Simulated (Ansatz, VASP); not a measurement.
## Nb: VASP beside Ansatz

```
Nb
1.0
     2.73247    0.00000    0.00000
     0.00000    2.73247    0.00000
     0.00000    0.00000    2.74967
Nb
1
Direct
  0.50000 0.50000 0.50000
```

Alike in both runs: functional PBE; k mesh 6 × 6 × 6; occupations gaussian, width 0.1 eV; no spin polarisation.

Ansatz relaxed the structure, and its values are those at the end. VASP's run is a single point on that final structure, the one shown.

|  | VASP | Ansatz |
| --- | --- | --- |
| version | VASP 6.6.1 | Ansatz 0.2.0 |
| potentials or method | VASP PAW PBE potentials, release 64 (Nb_sv), cutoff 520 eV | scalar-relativistic, plane waves, PAW |
| valence electrons in the cell | 13 | 13 |

```tsv
	VASP	Ansatz	Ansatz less VASP
gap on the k mesh at the Fermi level (eV)	none	none	-
pressure (GPa)	-0.2	0.0	+0.23
```

A gap of «none» marks a metal or a gap that the smearing closes.

The k mesh is coarse, so the values compare programs but aren't converged.
